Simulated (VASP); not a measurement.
Wanted: the native input for a VASP 6.6.1 run.

* Task: single point
* Functional: PBE
* Potentials or basis: VASP PAW PBE potentials, release 64 (Bi_d, Se)
* Cutoff: 520 eV
* k mesh: 6 × 6 × 6
* Occupations: gaussian, width 0.1 eV
* Spin: no spin polarisation
* Dipole correction: no
* Further INCAR settings: ALGO = Normal; EDIFF = 1e-06; NBANDS = 32

The structure of Bi2Se3 lies in POSCAR:

```
Bi2Se3
1.0
   -2.5938242138      2.5938242138      5.7682195991
    2.5938242138     -2.5938242138      5.7682195991
    2.5938242138      2.5938242138     -5.7682195991
Bi Se
2 3
Direct
    0.7500000000      0.2500000000      0.5000000000
    0.2500000000      0.7500000000      0.5000000000
    0.5000000000      0.0000000000      0.5000000000
    0.0000000000      0.5000000000      0.5000000000
    0.5000000000      0.5000000000      0.0000000000
```

The cell was built from a structure type or drawn by symmetry, and may not be a known phase.

These files were run (other wordings do the same):

INCAR

```
SYSTEM = Bi2Se3
PREC = Accurate
ENCUT = 520
EDIFF = 1E-6
ISMEAR = 0
SIGMA = 0.1
LREAL = .False.
LASPH = .True.
NELM = 100
ALGO = Normal
ISIF = 2
LWAVE = .False.
LCHARG = .False.
GGA = PE
NBANDS = 32
```

KPOINTS

```
regular mesh
0
Gamma
  6 6 6
  0 0 0
```

Potentials or basis: VASP PAW PBE potentials, release 64 (Bi_d, Se).

Command:

```console
$ cat potpaw_PBE.64/Bi_d/POTCAR potpaw_PBE.64/Se/POTCAR > POTCAR
$ mpirun -np 1 vasp_std > vasp.out
```

It gave:

```yaml
Pressure: 0.0 GPa
Band_gap_on_the_k_mesh: zero (bands 24 and 25 overlap by 0.37 eV)
```

Caveat: spin-orbit coupling is left out, which moves the levels of the heavy elements.

It took 3.5 min on 1 thread of AMD EPYC 9R14 (Zen 4), with other jobs on the host, peak memory 0.41 GiB.
